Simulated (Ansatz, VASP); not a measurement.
**One calculation of Pd, two programs**

```
Pd
1.0
     2.82176    0.00000    0.00000
    -1.41088    2.44371    0.00000
     0.00000    0.00000    4.76392
Pd
2
Cartesian
  0.0000 1.6291 1.1910
  1.4109 0.8146 3.5729
```

Alike in both runs: functional BLYP; k mesh 13 × 13 × 7; occupations fermi-dirac, width 0.05 eV; collinear spin.

Ansatz relaxed the structure, and its values are those at the end. VASP's run is a single point on that final structure, the one shown.

|  | VASP | Ansatz |
| --- | --- | --- |
| version | VASP 6.6.1 | Ansatz 0.2.0 |
| potentials or method | VASP PAW PBE potentials, release 64 (Pd), cutoff 520 eV | plane waves (420 eV) with PAW, scalar-relativistic |
| valence electrons in the cell | 20 | 36 |

Ansatz gave:

| Property | Result |
| --- | --- |
| pressure (GPa) | 0.0 |
| net moment per atom (μB) | 0.00 |

Question: Estimate VASP's values.

Answer: Pressure (GPa): 0.3; net moment per atom (μB): 0.00.

VASP's potentials were made for PBE, not for BLYP. The functional is the same, so the differences come from potentials, cutoffs and numerics. VASP's potentials hold 20 valence electrons a cell and Ansatz's 36, so a difference there can come from the potentials and not from the codes. Ansatz's warnings: seeded moment not kept.
